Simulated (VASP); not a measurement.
**TiO2: single point with PBE**

TiO2:

```xyz
6
Lattice="4.6494 -0.0392 0.0393 0.0384 4.6488 0.0813 -0.0256 -0.0518 2.9737" Properties=species:S:1:pos:R:3 pbc="T T T"
Ti    0.0180   -0.0327   -0.0701
Ti    2.3492    2.2462    1.4772
O     1.4436    1.3679    0.0825
O     0.9450    3.6706    1.6058
O     3.2783    3.1721    0.1297
O     3.7513    0.8176    1.5802
```

* Program: VASP 6.6.1
* Task: single point
* Functional: PBE
* Potentials or basis: VASP PAW PBE potentials, release 64 (Ti_sv, O)
* Cutoff: 600 eV
* k mesh: 6 × 6 × 10
* Occupations: gaussian, width 0.02 eV
* Spin: no spin polarisation

| Item | Value |
| --- | --- |
| Pressure | 0.4 GPa |
| Largest force | 0.041 eV/Å |
| Band gap on the k mesh | 2.01 eV (least direct gap 2.16 eV) |

Forces on the atoms (eV/Å):
```
Ti   0.000 -0.001  0.041
Ti   0.000 -0.001  0.041
O   -0.022 -0.021 -0.021
O    0.022 -0.022 -0.021
O    0.022  0.022 -0.020
O   -0.021  0.022 -0.020
```

Stress tensor (GPa, compression positive):
```
0.31 0.00 0.00
0.00 0.32 0.00
0.00 0.00 0.61
```

Levels at points of the mesh, in eV from the valence-band top:
| k point | band 21 | band 22 | band 23 | band 24 | band 25 | band 26 | band 27 | band 28 |
| --- | --- | --- | --- | --- | --- | --- | --- | --- |
| (0.00, 0.00, 0.00) | -0.86 | -0.55 | -0.55 | 0.00 | 2.16 | 2.31 | 2.47 | 2.70 |
| (0.50, 0.00, 0.00) | -1.53 | -1.53 | -0.70 | -0.70 | 2.35 | 2.35 | 3.29 | 3.29 |
| (0.00, 0.50, 0.00) | -1.53 | -1.53 | -0.70 | -0.70 | 2.35 | 2.35 | 3.29 | 3.29 |
| (0.50, 0.50, 0.00) | -1.39 | -1.39 | -1.13 | -1.13 | 2.14 | 2.14 | 2.67 | 2.67 |
| (0.00, 0.00, 0.50) | -2.23 | -2.23 | -1.35 | -1.35 | 3.00 | 3.00 | 3.25 | 3.25 |
| (0.50, 0.00, 0.50) | -1.90 | -1.90 | -1.00 | -1.00 | 2.02 | 2.02 | 3.27 | 3.27 |
| (0.00, 0.50, 0.50) | -1.90 | -1.90 | -1.00 | -1.00 | 2.02 | 2.02 | 3.27 | 3.27 |
| (0.50, 0.50, 0.50) | -1.45 | -0.98 | -0.62 | -0.62 | 2.27 | 3.04 | 3.21 | 3.21 |

Wall time 7.7 min on 1 thread of Oxide Virtual Turin-like Processor (shared host), peak memory 0.44 GiB.

A k mesh can miss the band edges.
